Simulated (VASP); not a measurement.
A run of VASP 6.6.1 is set up as follows.

INCAR

```
ALGO = Normal
DIPOL = 0.5 0.5 0.381
EDIFF = 1E-6
ENCUT = 520
GGA = CA
IDIPOL = 3
ISIF = 2
ISMEAR = 0
LASPH = True
LCHARG = True
LDIPOL = True
LELF = True
LREAL = False
LVACPOTAV = True
LVHAR = True
LWAVE = False
NBANDS = 46
NELM = 100
PREC = Accurate
SIGMA = 0.1
```

File KPOINTS:

```
k-points
0
Gamma
  12 12 1
```

File POSCAR:

```
Ru5C
1.0
    2.6740588505      0.0000000000      0.0000000000
   -1.3370294252      2.3158028957      0.0000000000
    0.0000000000      0.0000000000     23.8999247755
Ru C
5 1
Direct
    0.6666666667      0.3333333333      0.1673645435
    0.3333333333      0.6666666667      0.2557907839
    0.6666666667      0.3333333333      0.3443582822
    0.3333333333      0.6666666667      0.4334512798
    0.6666666667      0.3333333333      0.5188269374
    1.3333333333      0.6666666667      0.5668148439
```

Potentials or basis: VASP PAW LDA potentials, release 64 (Ru_pv, C).

Run with:

```bash
$ cat potpaw_LDA.64/Ru_pv/POTCAR potpaw_LDA.64/C/POTCAR > POTCAR
$ mpirun -np 1 vasp_std > vasp.out
```

(1) Estimate the band gap on the k mesh.

(2) Predict the largest force.

## Answers

(1) zero (bands 37 and 38 overlap by 2.56 eV).

(2) 1.960 eV/Å.
